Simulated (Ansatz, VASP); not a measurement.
# HgH2: VASP beside Ansatz

```xyz
6
Lattice="3.7509 0.0000 0.0000 0.0000 3.7509 0.0000 0.0000 0.0000 7.4248" Properties=species:S:1:pos:R:3 pbc="T T T"
Hg    0.0000    1.8754    6.3034
Hg    1.8754    0.0000    1.1214
H     0.0000    0.0000    0.0000
H     1.8754    1.8754    0.0000
H     0.0000    1.8754    4.6511
H     1.8754    0.0000    2.7736
```

Alike in both runs: functional PBE; k mesh 10 × 10 × 6; occupations gaussian, width 0.1 eV; no spin polarisation.

Ansatz relaxed the structure, and its values are those at the end. VASP's run is a single point on that final structure, the one shown.

```csv
,VASP,Ansatz
version,VASP 6.6.1,Ansatz 0.2.0
potentials or method,"VASP PAW PBE potentials, release 64 (Hg, H), cutoff 520 eV","scalar-relativistic, plane waves, PAW"
valence electrons in the cell,28,44
```

Ansatz gave:

| Item | Value |
| --- | --- |
| gap on the k mesh at the Fermi level (eV) | none |
| pressure (GPa) | 0.0 |
| rms of the force components (eV/Å) | 0.002 |

Q: What did VASP give for the same quantities?

A: gap on the k mesh at the Fermi level (eV): none; pressure (GPa): 0.1; rms of the force components (eV/Å): 0.027.

A gap of «none» marks a metal or a gap that the smearing closes. VASP's potentials hold 28 valence electrons a cell and Ansatz's 44, so a difference there can come from the potentials and not from the codes.

Spin-orbit coupling is off throughout.
